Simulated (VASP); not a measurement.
Set up this calculation in VASP 6.6.1, as the native input.

- Task: single point
- Functional: PBE
- Potentials or basis: VASP PAW PBE potentials, release 64 (Hf_pv)
- Cutoff: 520 eV
- k mesh: 16 × 16 × 9
- Occupations: fermi-dirac, width 0.1 eV
- Spin: no spin polarisation
- Dipole correction: no
- Further INCAR settings: ALGO = Normal; EDIFF = 1e-06; NBANDS = 17

The structure of Hf lies in POSCAR:

```
Hf
1.0
    3.2045059552      0.0000000000      0.0000000000
   -1.6022529776      2.7751835638      0.0000000000
    0.0000000000      0.0000000000      5.0738215932
Hf
2
Direct
    0.3333333333      0.6666666667      0.2500000000
    0.6666666667      0.3333333333      0.7500000000
```

The input as run:

INCAR

```
PREC = Accurate
ENCUT = 520
EDIFF = 1E-6
ISMEAR = -1
SIGMA = 0.1
LREAL = False
LASPH = True
NELM = 100
ALGO = Normal
ISIF = 2
LWAVE = False
LCHARG = False
GGA = PE
NBANDS = 17
```

KPOINTS

```
regular mesh
0
Gamma
  16 16 9
```

Potentials or basis: VASP PAW PBE potentials, release 64 (Hf_pv).

Run with:

```console
$ cat potpaw_PBE.64/Hf_pv/POTCAR > POTCAR
$ mpirun -np 1 vasp_std > vasp.out
```

Results of the run:

```yaml
Pressure: -0.5 GPa
Band_gap_on_the_k_mesh: zero (band 10 reaches 6.04 eV, above the bottom of band 11 at 4.51 eV)
```

Caveat: spin-orbit coupling is left out, which moves the levels of the heavy elements.

Wall time 110 s on 1 thread of Intel Xeon 8259CL, on a shared host, peak memory 0.23 GiB.
